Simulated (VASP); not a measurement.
Write the native input for VASP 6.6.1 that does the following.

* Task: single point
* Functional: PBE
* Potentials or basis: VASP PAW PBE potentials, release 64 (Ga_d, Sb)
* Cutoff: 520 eV
* k mesh: 12 × 12 × 12
* Occupations: fermi-dirac, width 0.15 eV
* Spin: no spin polarisation
* Dipole correction: no
* Further INCAR settings: ALGO = Normal; EDIFF = 1e-06; NBANDS = 16

The structure of GaSb lies in POSCAR:

```
GaSb
1.0
    0.0000000000      2.9296975466      2.9296975466
    2.9296975466      0.0000000000      2.9296975466
    2.9296975466      2.9296975466      0.0000000000
Ga Sb
1 1
Direct
    0.0000000000      0.0000000000      0.0000000000
    0.7500000000      0.7500000000      0.7500000000
```

These files were run (other wordings do the same):

INCAR

```
SYSTEM = GaSb
  ALGO = Normal
  EDIFF = 1E-6
  ENCUT = 520
  GGA = PE
  ISIF = 2
  ISMEAR = -1
  LASPH = .True.
  LCHARG = .True.
  LELF = .True.
  LREAL = .False.
  LVHAR = .True.
  LWAVE = .False.
  NBANDS = 16
  NELM = 80
  PREC = Accurate
  SIGMA = 0.15
```

KPOINTS

```
k-points
0
Gamma
  12 12 12
  0 0 0
```

Potentials or basis: VASP PAW PBE potentials, release 64 (Ga_d, Sb).

Launch:

```bash
$ cat potpaw_PBE.64/Ga_d/POTCAR potpaw_PBE.64/Sb/POTCAR > POTCAR
$ mpirun -np 1 vasp_std > vasp.out
```

Results of the run:

```yaml
Pressure: 12.1 GPa
Band_gap_on_the_k_mesh: 0.65 eV, indirect (least direct gap 1.01 eV)
```

Caveat: spin-orbit coupling is left out, which moves the levels of the heavy elements.

Wall time 42 s on 1 thread of Intel(R) Xeon(R) Platinum 8259CL CPU @ 2.50GHz (Skylake/Cascade Lake), with other jobs on the host, peak memory 0.21 GiB.
